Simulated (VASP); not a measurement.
NaF, 2 atoms in the cell. Symmetry: I4/mmm, No. 139, tetragonal system. The conventional cell has a = 3.368 Å, b = 3.368 Å, c = 4.647 Å, α = 90.00°, β = 90.00°, γ = 90.00°. Within 3.1 Å of Na (site symmetry 4/mmm) lie 6 F at 2.32 to 2.38 Å. Within 3.1 Å of F (site symmetry 4/mmm) lie 6 Na at 2.32 to 2.38 Å.  This cell differs from its parent crystal: strain +0.025 along x and y, +0.000 along z.

- Program: VASP 6.6.1
- Task: single point
- Functional: LDA
- Potentials or basis: VASP PAW LDA potentials, release 64 (Na_pv, F)
- Cutoff: 520 eV
- k mesh: 8 × 8 × 8
- Occupations: gaussian, width 0.05 eV
- Spin: no spin polarisation
- Dipole correction: no
- Further INCAR settings: ALGO = Normal; EDIFF = 1e-06; NBANDS = 14

Potentials or basis: VASP PAW LDA potentials, release 64 (Na_pv, F).

Launch:

```bash
$ cat potpaw_LDA.64/Na_pv/POTCAR potpaw_LDA.64/F/POTCAR > POTCAR
$ mpirun -np 1 vasp_std > vasp.out
```

Hardware: 1 thread of Intel Xeon 8259CL, on a shared host.

**Question.** Estimate the wall time of this run.

**Answer.** Run time: 35 s on 1 thread of Intel Xeon 8259CL, on a shared host, peak memory 0.14 GiB. Counts: scf iterations 12, k points 59.
